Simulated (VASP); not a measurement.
Here is a VASP 6.6.1 calculation.

Contents of INCAR:

```
SYSTEM = Mg4BrO3
PREC = Accurate ; ENCUT = 520
EDIFF = 1E-6 ; ISMEAR = 0
SIGMA = 0.1 ; LREAL = .FALSE.
LASPH = .TRUE. ; NELM = 100
ALGO = Fast ; ISIF = 2
LWAVE = .FALSE. ; LCHARG = .TRUE.
GGA = PE ; LELF = .TRUE.
LVHAR = .TRUE. ; NBANDS = 26
```

KPOINTS

```
regular mesh
0
G
  8 8 8
  0 0 0
```

POSCAR

```
Mg4BrO3
1.0
    5.0134284770      0.0000000000      0.0000000000
    0.0000000000      5.0134284770      0.0000000000
    0.0000000000      0.0000000000      5.0134284770
Mg Br O
4 1 3
Direct
    0.7972363016      0.7972363016      0.7972363016
    0.7972363016      0.2027636984      0.2027636984
    0.2027636984      0.7972363016      0.2027636984
    0.2027636984      0.2027636984      0.7972363016
    0.5000000000      0.5000000000      0.5000000000
    0.0000000000      0.0000000000      0.5000000000
    0.0000000000      0.5000000000      0.0000000000
    0.5000000000      0.0000000000      0.0000000000
```

Potentials or basis: VASP PAW PBE potentials, release 64 (Mg, Br, O).

Command:

```console
$ cat potpaw_PBE.64/Mg/POTCAR potpaw_PBE.64/Br/POTCAR potpaw_PBE.64/O/POTCAR > POTCAR
$ mpirun -np 1 vasp_std > vasp.out
```

Task: Predict the largest force.

Result: 0.015 eV/Å.

Task: Estimate the pressure.

Result: -0.3 GPa.

Task: Predict the band gap on the k mesh.

Result: Zero (an odd number of electrons rules out a gap without spin polarisation).

Forces in eV/Å, atoms in the order of the input:
```
Mg   0.009  0.009  0.009
Mg   0.009 -0.009 -0.009
Mg  -0.009  0.009 -0.009
Mg  -0.009 -0.009  0.009
Br   0.000  0.000  0.000
O    0.000  0.000  0.000
O    0.000  0.000  0.000
O    0.000  0.000  0.000
```

Caveat: an odd number of electrons without spin polarisation forces a metal; a magnetic or distorted state may lie lower.
